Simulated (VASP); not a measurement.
**Li2NbO3: single point with PBE**

Li2NbO3:

```
Li Nb O
1.0
     2.87624    0.00000    0.00000
     0.00000    2.87624    0.00000
     0.00000    0.00000    9.24873
Li Nb O
2 1 3
Cartesian
  0.0000 0.0000 -1.3374
  1.4381 1.4381 5.8542
  1.4381 1.4381 1.4365
  0.0000 0.0000 6.1166
  0.0000 0.0000 2.1590
  1.4381 1.4381 8.8929
```

The cell was generated, and may not be a known phase.

* Program: VASP 6.6.1
* Task: single point
* Functional: PBE
* Potentials or basis: VASP PAW PBE potentials, release 64 (Li_sv, Nb_sv, O)
* Cutoff: 520 eV
* k mesh: 6 × 6 × 2
* Occupations: gaussian, width 0.1 eV
* Spin: collinear spin
* Starting moments: [0.0, 0.0, 0.0, 0.18, 0.0, 0.0] μB
* Dipole correction: no
* Further INCAR settings: ALGO = Normal; EDIFF = 1e-06; NBANDS = 32

The largest force is 0.044 eV/Å and the net moment is 0.00 μB per cell. The valence electrons inside the program's atomic spheres are Li 2.08; Nb 10.75; O 4.91, 5.03, 5.02.

Forces on the atoms (eV/Å):
```
Li   0.000  0.000  0.044
Li   0.000  0.000 -0.018
Nb   0.000  0.000  0.037
O    0.000  0.000 -0.030
O    0.000  0.000 -0.002
O    0.000  0.000 -0.031
```

Levels at points of the mesh, in eV from the Fermi level:
Spin up:
| k point | band 15 | band 16 | band 17 | band 18 | band 19 | band 20 | band 21 | band 22 |
| --- | --- | --- | --- | --- | --- | --- | --- | --- |
| (0.00, 0.00, 0.00) | -3.85 | -3.85 | -1.84 | -0.09 | -0.09 | 0.92 | 1.94 | 2.82 |
| (0.50, 0.00, 0.00) | -3.81 | -2.28 | -1.02 | -0.34 | 0.34 | 0.44 | 2.09 | 3.22 |
| (0.50, 0.50, 0.00) | -5.14 | -2.35 | -2.35 | -0.45 | 1.52 | 1.52 | 2.32 | 4.04 |
| (0.00, 0.00, 0.50) | -3.85 | -3.85 | -1.83 | -0.09 | -0.09 | 0.88 | 1.94 | 2.82 |
| (0.50, 0.00, 0.50) | -3.81 | -2.26 | -1.01 | -0.36 | 0.34 | 0.43 | 2.09 | 3.11 |
| (0.50, 0.50, 0.50) | -5.14 | -2.35 | -2.35 | -0.44 | 1.52 | 1.52 | 2.32 | 4.03 |
Spin down:
```
           k point  band 14  band 15  band 16  band 17  band 18  band 19  band 20  band 21  band 22  band 23
(0.00, 0.00, 0.00)    -4.04    -3.85    -3.85    -1.84    -0.09    -0.09     0.92     1.94     2.82     2.82
(0.50, 0.00, 0.00)    -5.11    -3.81    -2.28    -1.02    -0.34     0.34     0.44     2.09     3.22     3.70
(0.50, 0.50, 0.00)    -5.67    -5.14    -2.35    -2.35    -0.45     1.52     1.52     2.32     4.04     4.08
(0.00, 0.00, 0.50)    -4.04    -3.85    -3.85    -1.83    -0.09    -0.09     0.88     1.94     2.82     2.82
(0.50, 0.00, 0.50)    -5.11    -3.81    -2.26    -1.01    -0.36     0.34     0.43     2.09     3.11     3.70
(0.50, 0.50, 0.50)    -5.67    -5.14    -2.35    -2.35    -0.44     1.52     1.52     2.32     4.03     4.08
```

Wall time 100 s on 1 thread of AMD EPYC 9R45 96-Core Processor (Zen 5), on a shared host, peak memory 0.23 GiB.

Caveat: the k points lie up to 0.36 Å⁻¹ apart.
